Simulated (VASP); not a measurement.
# Pb (C2/m) in VASP: further runs

The runs below take Pb through single point, with PBEsol.

Everything below comes from runs of VASP 6.6.1. Logs are shortened: lines on timing, memory, paths and dates and some standing lists are left out, and cuts for length are marked.

### Step 1. The cell of the first run

It takes space group C2/m (No. 12, monoclinic). Conventional cell: a = 5.953 Å, b = 3.429 Å, c = 6.320 Å, α = 90.00°, β = 109.14°, γ = 90.00°. Pb (site symmetry m) has 10 Pb at 3.27 to 3.44 Å within 4.3 Å.

### Step 2. Single point, PBEsol

Contents of INCAR:

```
SYSTEM = Pb
  PREC = Accurate
  ENCUT = 520
  EDIFF = 1E-6
  ISMEAR = -1
  SIGMA = 0.05
  LREAL = .False.
  LASPH = .True.
  NELM = 80
  ALGO = Fast
  ISIF = 2
  LWAVE = .False.
  LCHARG = .False.
  GGA = PS
  NBANDS = 21
```

Contents of KPOINTS:

```
regular mesh
0
Gamma
  9 9 5
  0 0 0
```

Contents of POSCAR:

```
Pb
1.0
    2.9765770244     -1.7145891186      0.0000000000
    2.9765770244      1.7145891186      0.0000000000
   -2.0722778132      0.0000000000      5.9707976096
Pb
2
Direct
    0.9085084100      0.9085084100      0.7262922000
    0.0914915900      0.0914915900      0.2737078000
```

Potentials or basis: VASP PAW PBE potentials, release 64 (Pb_d).

Run with:

```bash
$ cat potpaw_PBE.64/Pb_d/POTCAR > POTCAR
$ mpirun -np 1 vasp_std > vasp.out
```

OUTCAR:

```text
SYSTEM = Pb
   PREC = Accurate
   ENCUT = 520
   EDIFF = 1E-6
   ISMEAR = -1
   LREAL = .False.
   LASPH = .True.
   NELM = 80
   ISIF = 2
   GGA = PS

 ion  position               nearest neighbor table
   1  0.909  0.909  0.726-   2 3.27   2 3.34   2 3.34   2 3.38
   2  0.091  0.091  0.274-   1 3.27   1 3.34   1 3.34   1 3.38

  LATTYP: Found a base centered monoclinic cell.
 ALAT       =     5.9531540488
 B/A-ratio  =     0.5760271293
 C/A-ratio  =     1.0616534713
 COS(beta)  =    -0.3278823751

  Lattice vectors:

 A1 = (   2.9765770244,  -1.7145891186,   0.0000000000)
 A2 = (   2.9765770244,   1.7145891186,   0.0000000000)
 A3 = (  -2.0722778132,   0.0000000000,   5.9707976096)

Analysis of symmetry for initial positions (statically):
=====================================================================
 Subroutine PRICEL returns:
 Original cell was already a primitive cell.

 Routine SETGRP: Setting up the symmetry group for a
 base centered monoclinic supercell.

 Subroutine GETGRP returns: Found  4 space group operations
 (whereof  4 operations were pure point group operations)
 out of a pool of  4 trial point group operations.

The static configuration has the point symmetry C_2h.

Analysis of symmetry for dynamics (positions and initial velocities):
=====================================================================
 Subroutine PRICEL returns:
 Original cell was already a primitive cell.

 Routine SETGRP: Setting up the symmetry group for a
 base centered monoclinic supercell.

 Subroutine GETGRP returns: Found  4 space group operations
 (whereof  4 operations were pure point group operations)
 out of a pool of  4 trial point group operations.

The dynamic configuration has the point symmetry C_2h.

 Subroutine INISYM returns: Found  4 space group operations
 (whereof  4 operations are pure point group operations),
 and found     1 'primitive' translations

----------------------------------------------------------------------------------------

                                     Primitive cell

  volume of cell :      60.9452

  direct lattice vectors                    reciprocal lattice vectors
     2.976577024 -1.714589119  0.000000000     0.167978183 -0.291615055  0.058299993
     2.976577024  1.714589119  0.000000000     0.167978183  0.291615055  0.058299993
    -2.072277813  0.000000000  5.970797610     0.000000000  0.000000000  0.167481812
[... 80 lines left out ...]
   LSORBIT =      F    spin-orbit coupling
   LASPH  =      T    aspherical Exc in radial PAW
   ENCUT  =  520.0 eV  38.22 Ry    6.18 a.u.   6.39  6.39 11.75*2*pi/ulx,y,z
   NELM   =     80;   NELMIN=  2; NELMDL= -5     # of ELM steps
   EDIFF  = 0.1E-05   stopping-criterion for ELM
   LREAL  =      F    real-space projection
   EDIFFG = 0.1E-04   stopping-criterion for IOM
   NSW    =      0    number of steps for IOM
   IBRION =     -1    ionic relax: 0-MD 1-quasi-New 2-CG
   NFREE  =      0    steps in history (QN), initial steepest desc. (CG)
   ISIF   =      2    stress and relaxation
   ISYM   =      2    0-nonsym 1-usesym 2-fastsym
   POTIM  = 0.5000    time-step for ionic-motion
   TEBEG  =    0.0;   TEEND  =   0.0 temperature during run
   PSTRESS=    0.0 pullay stress
   NELECT =      28.0000    total number of electrons
   NUPDOWN=      -1.0000    fix difference up-down
   EMIN   =  10.00;   EMAX   =-10.00  energy-range for DOS
   EFERMI =   0.00;   METHOD = LEGACY
   ISMEAR =    -1;   SIGMA  =   0.05  broadening in eV -4-tet -1-fermi 0-gaus
   EFERMI_NEDOS =   21; number of points for ismear=-14 and -15
   IALGO  =     68    algorithm
   IMIX   =      4    mixing-type and parameters
     AMIX     =   0.40;   BMIX     =  1.00
     AMIX_MAG =   1.60;   BMIX_MAG =  1.00
  volume/ion in A,a.u.               =      30.47       205.64
  Fermi-wavevector in a.u.,A,eV,Ry     =   1.263226  2.387151 21.711354  1.595739
  Thomas-Fermi vector in A             =   2.396594
   LORBIT       =      0    0 simple, 1 ext, 2 COOP (PROOUT), +10 PAW based schemes
   GGA     = PS    functional components
   LHFCALC =     F    Hartree Fock is set to
   AEXX    =    0.0000 exact exchange contribution
   IVDW    =     0    specifies the selected vdW correction
   LEPSILON=     F    determine dielectric tensor
   LRPA    =     F    only Hartree local field effects (RPA)
 non-spin polarized calculation
 RMM-DIIS sequential band-by-band and
  energy-cutoff  :      520.00
  volume of cell :       60.95
 maximum number of plane-waves:      1663
 NGX is ok and might be reduce to    28
   NGX = 13   NGY = 13   NGZ = 23

 number of electron      28.0000003 magnetization

 Free energy of the ion-electron system (eV)
  ---------------------------------------------------
  ext. energy  EPLUGINS =         0.00000000
  ---------------------------------------------------
  free energy    TOTEN  =        -7.87275645 eV

  energy without entropy =       -7.86529985  energy(sigma->0) =       -7.86902815

 E-fermi :   6.9739     XC(G=0): -10.2730

 val. band max:        6.9700222867   @ k =  -0.2222   0.1111   0.4000
 cond. band min:       6.9779089247   @ k =   0.3333   0.2222  -0.0000
 fundamental gap:      0.0078866380
 Fermi energy:         6.9738621563

 k-point     1 :       0.0000    0.0000    0.0000
  band No.  band energies     occupation
      1     -10.1129      2.00000
      2      -9.9711      2.00000
      3      -9.9697      2.00000
      4      -9.9664      2.00000
      5      -9.9651      2.00000
      6      -9.9592      2.00000
[... 565 lines left out ...]
     20      14.3201      0.00000
     21      16.0073      0.00000

 [... further k-points ...]

------------------------ aborting loop because EDIFF is reached ----------------------------------------

  FORCE on cell =-STRESS in cart. coord.  units (eV):
  Direction    XX          YY          ZZ          XY          YZ          ZX
  --------------------------------------------------------------------------------------
  -------------------------------------------------------------------------------------
  Total        0.2921464      0.3432289      0.3106029      0.0000000      0.0000000      0.0151570
  in kB        7.6801822      9.0230806      8.1653835      0.0000000      0.0000000      0.3984599
  external PRESSURE =       8.2895488 kB  Pullay stress =       0.0000000 kB

 VOLUME and BASIS-vectors are now :
 -----------------------------------------------------------------------------
  energy-cutoff  :      520.00
  volume of cell :       60.95
      direct lattice vectors                 reciprocal lattice vectors
     2.976577024 -1.714589119  0.000000000     0.167978183 -0.291615055  0.058299993
     2.976577024  1.714589119  0.000000000     0.167978183  0.291615055  0.058299993
    -2.072277813  0.000000000  5.970797610     0.000000000  0.000000000  0.167481812

 POSITION                                       TOTAL-FORCE (eV/Angst)
 -----------------------------------------------------------------------------------
      3.90341      0.00000      4.33654         0.031316      0.000000     -0.017997
     -0.02254      0.00000      1.63425        -0.031316      0.000000      0.017997
 -----------------------------------------------------------------------------------
    total drift:                                0.000000      0.000000     -0.000000

  FREE ENERGIE OF THE ION-ELECTRON SYSTEM (eV)
  ---------------------------------------------------
  free  energy   TOTEN  =        -7.8727564546 eV

  energy  without entropy=       -7.8652998523  energy(sigma->0) =       -7.86902815
```

Wall time 2 min (1 thread of Intel Xeon Platinum 8259CL at 2.50GHz (Skylake/Cascade Lake), shared host); peak memory 0.26 GiB.

Results:

```
Free energy            : -7.8728 eV
Pressure               : 0.8 GPa
Largest force          : 0.036 eV/Å
Band gap on the k mesh : zero (band 14 reaches 13.59 eV, above the bottom of band 15 at 5.51 eV)
```

Forces in eV/Å, atoms in the order of the input:
```
Pb   0.031  0.000 -0.018
Pb  -0.031  0.000  0.018
```

Stress tensor (GPa, compression positive):
```
0.77 0.00 0.04
0.00 0.90 0.00
0.04 0.00 0.82
```

Levels at points of the mesh, in eV from the Fermi level:
| k point | band 12 | band 13 | band 14 | band 15 | band 16 | band 17 |
| --- | --- | --- | --- | --- | --- | --- |
| (0.00, 0.00, 0.00) | -8.46 | -4.28 | 6.62 | 6.88 | 6.94 | 6.97 |

Caveat: the PAW data sets were made with another functional, which shifts forces and pressure a little; spin-orbit coupling is left out, which moves the levels of the heavy elements.

### Step 3. Single point, PBEsol

This run uses another cell than the first one, of 31.12 Å³/atom, 1.021 times its volume.

Contents of INCAR:

```
ALGO = Fast
EDIFF = 1E-7
ENCUT = 520
GGA = PS
ISIF = 2
ISMEAR = -1
LASPH = True
LCHARG = False
LREAL = False
LWAVE = False
NBANDS = 21
NELM = 60
PREC = Accurate
SIGMA = 0.05
```

Contents of KPOINTS:

```
k-points
0
Gamma
  9 9 5
```

Contents of POSCAR:

```
Pb
1.0
    2.9975395250     -1.7266640877      0.0000000000
    2.9975395250      1.7266640877      0.0000000000
   -2.0868717998      0.0000000000      6.0128468655
Pb
2
Direct
    0.9085084100      0.9085084100      0.7262922000
    0.0914915900      0.0914915900      0.2737078000
```

Potentials or basis: VASP PAW PBE potentials, release 64 (Pb_d).

Run with:

```bash
$ cat potpaw_PBE.64/Pb_d/POTCAR > POTCAR
$ mpirun -np 1 vasp_std > vasp.out
```

It took 2.2 min on 1 thread of Intel Xeon Platinum 8259CL at 2.50GHz (Skylake/Cascade Lake), shared host; peak memory 0.26 GiB.

Results (log left out):

```
Free energy            : -7.8760 eV
Pressure               : -0.2 GPa
Largest force          : 0.067 eV/Å
Band gap on the k mesh : zero (band 14 reaches 13.23 eV, above the bottom of band 15 at 5.31 eV)
```

Forces on the atoms (eV/Å):
```
Pb   0.030  0.000 -0.060
Pb  -0.030  0.000  0.060
```

Stress tensor (GPa, compression positive):
```
-0.20  0.00  0.02
 0.00 -0.12  0.00
 0.02  0.00 -0.20
```

Levels at points of the mesh, in eV from the Fermi level:
```csv
k point,band 12,band 13,band 14,band 15,band 16,band 17
"(0.00, 0.00, 0.00)",-8.43,-4.17,6.49,6.73,6.79,6.83
```

Caveat: the PAW data sets were made with another functional, which shifts forces and pressure a little; spin-orbit coupling is left out, which moves the levels of the heavy elements.
